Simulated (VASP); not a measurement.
# SiC (Pbam) in VASP: further runs, part 2 of 2

VASP 6.6.1. The steps go on from the part before.

## (4) Relaxation of cell and atoms, PBE

This run uses another cell than the first one, of 10.46 Å³/atom.

INCAR

```
PREC = Accurate
ENCUT = 600
EDIFF = 1E-6
ISMEAR = 0
SIGMA = 0.1
LREAL = False
LASPH = True
NELM = 100
ALGO = Fast
ISIF = 3
LWAVE = False
LCHARG = False
GGA = PE
IBRION = 2
NSW = 100
EDIFFG = -0.01
```

KPOINTS

```
Automatic mesh
0
Gamma
  8 6 12
```

POSCAR

```
SiC
1.0
    5.2172830588      0.0000000000      0.0000000000
    0.0000000000      8.2028329044      0.0000000000
    0.0000000000      0.0000000000      2.9341782804
Si C
6 6
Direct
    0.5908878194      0.6449467063      0.5000000000
    0.4091121806      0.3550532937      0.5000000000
    0.0000000000      0.5000000000      0.0000000000
    0.0908878194      0.8550532937      0.5000000000
    0.9091121806      0.1449467063      0.5000000000
    0.5000000000      0.0000000000      0.0000000000
    0.0550471673      0.3463598526      0.5000000000
    0.9449528327      0.6536401474      0.5000000000
    0.5000000000      0.5000000000      0.0000000000
    0.5550471673      0.1536401474      0.5000000000
    0.4449528327      0.8463598526      0.5000000000
    0.0000000000      0.0000000000      0.0000000000
```

Potentials or basis: VASP PAW PBE potentials, release 64 (Si, C).

Command:

```
$ cat potpaw_PBE.64/Si/POTCAR potpaw_PBE.64/C/POTCAR > POTCAR
$ mpirun -np 1 vasp_std > vasp.out
```

OUTCAR:

```text
PREC = Accurate
   ENCUT = 600
   EDIFF = 1E-6
   ISMEAR = 0
   LREAL = False
   LASPH = True
   NELM = 100
   ISIF = 3
   GGA = PE
   IBRION = 2
   NSW = 100
   EDIFFG = -0.01

 ion  position               nearest neighbor table
   1  0.591  0.645  0.500-  11 1.82   8 1.85   9 1.95   9 1.95   2 2.56   3 2.85   3 2.85   4 3.13
                             4 3.13
   2  0.409  0.355  0.500-  10 1.82   7 1.85   9 1.95   9 1.95   1 2.56   3 2.85   3 2.85   5 3.13
                             5 3.13
   3  0.000  0.500  0.000-   7 1.96   8 1.96   7 1.96   8 1.96   9 2.61   9 2.61   2 2.85   2 2.85
                             1 2.85   1 2.85
   4  0.091  0.855  0.500-   8 1.82  11 1.85  12 1.95  12 1.95   5 2.56   6 2.85   6 2.85   1 3.13
                             1 3.13
   5  0.909  0.145  0.500-   7 1.82  10 1.85  12 1.95  12 1.95   4 2.56   6 2.85   6 2.85   2 3.13
                             2 3.13
   6  0.500  0.000  0.000-  10 1.96  11 1.96  10 1.96  11 1.96  12 2.61  12 2.61   5 2.85   5 2.85
                             4 2.85   4 2.85
   7  0.055  0.346  0.500-   5 1.82   2 1.85   3 1.96   3 1.96
   8  0.945  0.654  0.500-   4 1.82   1 1.85   3 1.96   3 1.96
   9  0.500  0.500  0.000-   1 1.95   2 1.95   1 1.95   2 1.95   3 2.61   3 2.61
  10  0.555  0.154  0.500-   2 1.82   5 1.85   6 1.96   6 1.96
  11  0.445  0.846  0.500-   1 1.82   4 1.85   6 1.96   6 1.96
  12  0.000  0.000  0.000-   4 1.95   5 1.95   4 1.95   5 1.95   6 2.61   6 2.61
[... 216 lines left out ...]
  Direction    XX          YY          ZZ          XY          YZ          ZX
  --------------------------------------------------------------------------------------
  -------------------------------------------------------------------------------------
  Total        0.1203918     -0.5948181      0.2235510     -0.0000000      0.0000000      0.0000000
  in kB        1.5360755     -7.5892693      2.8522815     -0.0000000      0.0000000      0.0000000
  external PRESSURE =      -1.0669707 kB  Pullay stress =       0.0000000 kB
[... 217 lines left out ...]
--------------------------------------- Ionic step        6  -------------------------------------------

 number of electron      48.0000000 magnetization

 Free energy of the ion-electron system (eV)
  ---------------------------------------------------
  ext. energy  EPLUGINS =         0.00000000
  ---------------------------------------------------
  free energy    TOTEN  =       -83.40013392 eV

  energy without entropy =      -83.39879795  energy(sigma->0) =      -83.39946594

 E-fermi :   9.1569     XC(G=0): -11.3256

 val. band max:        9.1413537236   @ k =   0.0000   0.0000   0.0000
 cond. band min:       9.2479798413   @ k =   0.0000   0.1667   0.5000
 fundamental gap:      0.1066261178
 Fermi energy:         9.1568589075

 k-point     1 :       0.0000    0.0000    0.0000
  band No.  band energies     occupation
      1      -7.6544      2.00000
      2      -6.4917      2.00000
      3      -5.1241      2.00000
      4      -4.3530      2.00000
      5      -3.5160      2.00000
      6      -2.7980      2.00000
[... 805 lines left out ...]
     30      13.8463      0.00000
     31      13.9858      0.00000

 [... further k-points ...]
[... 5 lines left out ...]
  --------------------------------------------------------------------------------------
  -------------------------------------------------------------------------------------
  Total       -0.0026235     -0.0185957     -0.0325760     -0.0000000      0.0000000      0.0000000
  in kB       -0.0334709     -0.2372421     -0.4156021     -0.0000000      0.0000000      0.0000000
  external PRESSURE =      -0.2287717 kB  Pullay stress =       0.0000000 kB
[... 27 lines left out ...]
  FREE ENERGIE OF THE ION-ELECTRON SYSTEM (eV)
  ---------------------------------------------------
  free  energy   TOTEN  =       -83.4001339214 eV

  energy  without entropy=      -83.3987979542  energy(sigma->0) =      -83.39946594

 reached required accuracy - stopping structural energy minimisation
```

OSZICAR:

```text
N       E                     dE             d eps       ncg     rms          rms(c)
DAV:   1     0.162288897922E+03    0.16229E+03   -0.24181E+04  8680   0.157E+03
DAV:   2    -0.799777178714E+02   -0.24227E+03   -0.22944E+03 11315   0.239E+02
[... 40 lines left out ...]
   5 F= -.83400099E+02 E0= -.83399430E+02  d E =-.692498E-04
       N       E                     dE             d eps       ncg     rms          rms(c)
DAV:   1    -0.834001646338E+02   -0.65303E-04   -0.33941E-03 10024   0.338E-01    0.305E-02
RMM:   2    -0.834001424852E+02    0.22149E-04   -0.86116E-05  8680   0.512E-02    0.151E-02
RMM:   3    -0.834001338430E+02    0.86422E-05   -0.35390E-05  8682   0.284E-02    0.383E-03
RMM:   4    -0.834001339214E+02   -0.78310E-07   -0.54967E-06  7511   0.120E-02
   6 F= -.83400134E+02 E0= -.83399466E+02  d E =-.346482E-04
```

CONTCAR:

```text
SiC
   1.00000000000000
     5.2227256444988006   -0.0000000000000000    0.0000000000000000
    -0.0000000000000000    8.1897677525858050    0.0000000000000000
     0.0000000000000000    0.0000000000000000    2.9360434207665844
  Si              C
     6     6
Direct
     0.5911805445205441    0.6449357974230521    0.5000000000000000
     0.4088194554794559    0.3550642025769480    0.5000000000000000
     0.0000000000000000    0.5000000000000000    0.0000000000000000
     0.0911805445205442    0.8550642025769479    0.5000000000000000
     0.9088194554794559    0.1449357974230520    0.5000000000000000
     0.5000000000000000    0.0000000000000000    0.0000000000000000
     0.0550271777817121    0.3464451185548276    0.5000000000000000
     0.9449728222182877    0.6535548814451725    0.5000000000000000
     0.5000000000000000    0.5000000000000000    0.0000000000000000
     0.5550271777817123    0.1535548814451725    0.5000000000000000
     0.4449728222182879    0.8464451185548275    0.5000000000000000
     0.0000000000000000    0.0000000000000000    0.0000000000000000

  0.00000000E+00  0.00000000E+00  0.00000000E+00
  0.00000000E+00  0.00000000E+00  0.00000000E+00
  0.00000000E+00  0.00000000E+00  0.00000000E+00
  0.00000000E+00  0.00000000E+00  0.00000000E+00
  0.00000000E+00  0.00000000E+00  0.00000000E+00
  0.00000000E+00  0.00000000E+00  0.00000000E+00
  0.00000000E+00  0.00000000E+00  0.00000000E+00
  0.00000000E+00  0.00000000E+00  0.00000000E+00
  0.00000000E+00  0.00000000E+00  0.00000000E+00
  0.00000000E+00  0.00000000E+00  0.00000000E+00
  0.00000000E+00  0.00000000E+00  0.00000000E+00
  0.00000000E+00  0.00000000E+00  0.00000000E+00
```

Wall time 35 min (1 thread of Oxide Virtual Turin-like, shared host); peak memory 0.58 GiB.

Results:

```yaml
Free_energy: -83.4001 eV
Energy_gained_by_relaxing: 0.1 meV/atom
Ionic_steps: 6
Pressure_after_relaxing: 0.0 GPa
Largest_force_after_relaxing: 0.007 eV/Å
Band_gap_on_the_k_mesh: zero (bands 24 and 25 overlap by 0.22 eV)
```

Forces in eV/Å, atoms in the order of the input:
```
Si   0.001 -0.007  0.000
Si  -0.001  0.007  0.000
Si   0.000  0.000  0.000
Si   0.001  0.007  0.000
Si  -0.001 -0.007  0.000
Si   0.000  0.000  0.000
C    0.002 -0.001  0.000
C   -0.002  0.001  0.000
C    0.000  0.000  0.000
C    0.002  0.001  0.000
C   -0.002 -0.001  0.000
C    0.000  0.000  0.000
```

The path:
```csv
step,energy change (eV),largest force (eV/Å),pressure (GPa),volume (Å³)
1,0.0000,0.0307,-0.11,125.57
2,-0.0003,0.0362,0.19,125.45
3,-0.0006,0.0237,0.07,125.50
4,-0.0006,0.0192,0.00,125.56
5,-0.0006,0.0147,0.00,125.55
6,-0.0007,0.0068,-0.02,125.58
```

Final structure:
```cif
data_structure
_symmetry_space_group_name_H-M 'P 1'
_symmetry_Int_Tables_number 1
_cell_length_a 5.2227
_cell_length_b 8.1898
_cell_length_c 2.9360
_cell_angle_alpha 90.000
_cell_angle_beta 90.000
_cell_angle_gamma 90.000
_cell_volume 125.58
loop_
_atom_site_label
_atom_site_type_symbol
_atom_site_fract_x
_atom_site_fract_y
_atom_site_fract_z
_atom_site_occupancy
Si1 Si 0.59118 0.64494 0.50000 1
Si2 Si 0.40882 0.35506 0.50000 1
Si3 Si 0.00000 0.50000 0.00000 1
Si4 Si 0.09118 0.85506 0.50000 1
Si5 Si 0.90882 0.14494 0.50000 1
Si6 Si 0.50000 0.00000 0.00000 1
C1 C 0.05503 0.34645 0.50000 1
C2 C 0.94497 0.65355 0.50000 1
C3 C 0.50000 0.50000 0.00000 1
C4 C 0.55503 0.15355 0.50000 1
C5 C 0.44497 0.84645 0.50000 1
C6 C 0.00000 0.00000 0.00000 1
```

Levels at points of the mesh, in eV from the Fermi level:
| k point | band 20 | band 21 | band 22 | band 23 | band 24 | band 25 | band 26 | band 27 | band 28 | band 29 |
| --- | --- | --- | --- | --- | --- | --- | --- | --- | --- | --- |
| (0.00, 0.00, 0.00) | -1.41 | -1.33 | -1.03 | -0.75 | -0.02 | 1.83 | 2.24 | 3.83 | 3.97 | 4.25 |
| (0.50, 0.00, 0.00) | -1.90 | -1.26 | -1.26 | -0.36 | -0.36 | 1.67 | 1.67 | 2.73 | 2.73 | 4.00 |
| (0.00, 0.50, 0.00) | -1.48 | -1.19 | -1.19 | -0.40 | -0.40 | 2.14 | 2.14 | 4.04 | 4.04 | 4.59 |
| (0.50, 0.50, 0.00) | -2.54 | -2.00 | -2.00 | -0.22 | -0.22 | 1.19 | 1.19 | 2.81 | 2.81 | 4.23 |
| (0.00, 0.00, 0.50) | -3.07 | -3.05 | -2.87 | -2.23 | -1.89 | -0.24 | 0.85 | 2.41 | 2.86 | 3.09 |
| (0.50, 0.00, 0.50) | -3.44 | -1.67 | -1.67 | -1.63 | -1.63 | 0.92 | 0.92 | 1.82 | 1.82 | 2.50 |
| (0.00, 0.50, 0.50) | -3.61 | -3.53 | -3.53 | -1.36 | -1.36 | 1.35 | 1.35 | 2.00 | 2.00 | 3.07 |
| (0.50, 0.50, 0.50) | -3.50 | -1.51 | -1.51 | -1.32 | -1.32 | 1.01 | 1.01 | 2.23 | 2.23 | 2.82 |

Caveat: semilocal functionals underestimate gaps, so a narrow gap can read as zero.

## (5) Summary

| task | spin | cell | k mesh | cutoff (eV) | gap on the mesh (eV) | pressure (GPa) | relaxed volume (Å³/atom) | largest force (eV/Å) |
| --- | --- | --- | --- | --- | --- | --- | --- | --- |
| relaxation of cell and atoms | off | relaxed from a = 5.568, b = 7.679, c = 2.675 Å, 12 atoms, atomic positions A | 4 × 2 × 6 | 600 | none | 0.1 | 10.45 | 0.02 |
| single point | collinear | a = 5.568, b = 7.679, c = 2.675 Å, 12 atoms, atomic positions A | 4 × 2 × 6 | 520 | none | 33.5 | - | 2.21 |
| relaxation of cell and atoms | off | relaxed from a = 5.217, b = 8.203, c = 2.934 Å, 12 atoms, atomic positions B | 8 × 6 × 12 | 600 | none | 0.0 | 10.47 | 0.01 |

Alike in all rows: level PBE; potentials or basis VASP PAW PBE potentials, release 64 (Si, C); smearing gaussian 0.1 eV.

Caveats: some runs use coarse meshes; semilocal functionals underestimate gaps, so a narrow gap can read as zero; forces of over 1 eV/Å act on the atoms, so gaps and moduli don't describe the material at rest (at least some runs).

Absolute energies hang on the potentials; compare differences alone.
